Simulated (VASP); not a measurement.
A run of VASP 6.6.1 is set up as follows.

File INCAR:

```
SYSTEM = Sn2Pb
ALGO     = Fast           ! electronic algorithm
EDIFF    = 1E-6           ! SCF threshold, eV
ENCUT    = 520            ! plane-wave cutoff, eV
GGA      = PE             ! functional
ISIF     = 2              ! what is computed and relaxed
ISMEAR   = 0              ! smearing method
LASPH    = .True.         ! aspherical terms in the spheres
LCHARG   = .False.        ! write CHGCAR
LREAL    = .False.        ! projectors in reciprocal space
LWAVE    = .False.        ! write WAVECAR
NBANDS   = 28             ! bands
NELM     = 60             ! most SCF steps
PREC     = Accurate       ! precision mode
SIGMA    = 0.1            ! smearing width, eV
```

File KPOINTS:

```
k-points
0
Gamma
  6 6 12
  0 0 0
```

POSCAR

```
Sn2Pb
1.0
    5.5512182819      0.0000000000      0.0000000000
   -2.7756091409      4.8074960541      0.0000000000
    0.0000000000      0.0000000000      3.2732980489
Sn Pb
2 1
Direct
    0.3333333333      0.6666666667      0.5000000000
    0.6666666667      0.3333333333      0.5000000000
    0.0000000000      0.0000000000      0.0000000000
```

Potentials or basis: VASP PAW PBE potentials, release 64 (Sn_d, Pb_d).

The run is started by

```sh
$ cat potpaw_PBE.64/Sn_d/POTCAR potpaw_PBE.64/Pb_d/POTCAR > POTCAR
$ mpirun -np 1 vasp_std > vasp.out
```

Q: Predict the band gap on the k mesh.

A: Zero (band 21 reaches 8.67 eV, above the bottom of band 22 at 5.12 eV).

Q: Predict the pressure.

A: -0.1 GPa.

Caveat: spin-orbit coupling is left out, which moves the levels of the heavy elements.
